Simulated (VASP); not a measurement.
**MnO: single point with revPBE+D3(BJ)**

MnO:

```xyz
2
Lattice="0.0000 2.2272 2.2272 2.2272 0.0000 2.2272 2.2272 2.2272 0.0000" Properties=species:S:1:pos:R:3 pbc="T T T"
Mn    0.0000    0.0000    0.0000
O     2.2272    2.2272    2.2272
```

- Program: VASP 6.6.1
- Task: single point
- Functional: revPBE
- Dispersion: D3(BJ)
- Potentials or basis: VASP PAW PBE potentials, release 64 (Mn_pv, O)
- Cutoff: 520 eV
- k mesh: 10 × 10 × 10
- Occupations: fermi-dirac, width 0.05 eV
- Spin: collinear spin, ferromagnetic start
- Starting moments: [4.0, 0.0] μB
- Dipole correction: no
- Further INCAR settings: ALGO = Normal; EDIFF = 1e-06; NBANDS = 20

The pressure is 0.2 GPa, the net moment is 4.82 μB per cell and the site moments are Mn +4.38; O +0.20 μB. The valence electrons inside the program's atomic spheres are Mn 11.34; O 4.99 and the dispersion energy per atom is -0.592 eV.

Levels at points of the mesh, in eV from the Fermi level:
Spin up:
```
           k point  band 9  band 10  band 11  band 12  band 13  band 14  band 15  band 16
(0.00, 0.00, 0.00)   -3.24    -3.24    -2.71    -2.71    -0.53    13.97    16.31    16.31
(0.50, 0.00, 0.00)   -2.36    -1.91     0.18     0.18     3.49     7.74    11.89    11.89
(0.50, 0.50, 0.00)   -2.30    -2.09    -2.09    -1.96     5.02     7.84    10.38    13.66
```
Spin down:
| k point | band 4 | band 5 | band 6 | band 7 | band 8 | band 9 | band 10 | band 11 |
| --- | --- | --- | --- | --- | --- | --- | --- | --- |
| (0.00, 0.00, 0.00) | -19.81 | -3.31 | -3.31 | -3.31 | 0.88 | 0.88 | 0.88 | 0.89 |
| (0.50, 0.00, 0.00) | -18.89 | -7.25 | -4.76 | -4.76 | 2.04 | 2.09 | 2.09 | 3.71 |
| (0.50, 0.50, 0.00) | -18.91 | -6.33 | -4.27 | -4.27 | -0.68 | 2.06 | 2.25 | 2.52 |

Wall time 14 s on 1 thread of Intel(R) Xeon(R) 6975P-C (Granite Rapids), on a shared host, peak memory 0.17 GiB.

Caveat: the PAW data sets were made with another functional, which shifts forces and pressure a little; a cell with one magnetic atom can't hold antiferromagnetic order, which such compounds often take; semilocal functionals often make such compounds metallic where correlation or magnetic order opens a gap, which also shifts bond lengths. With open d or f shells a metallic result of revPBE can be an artefact of self-interaction; +U or a hybrid may open a gap.
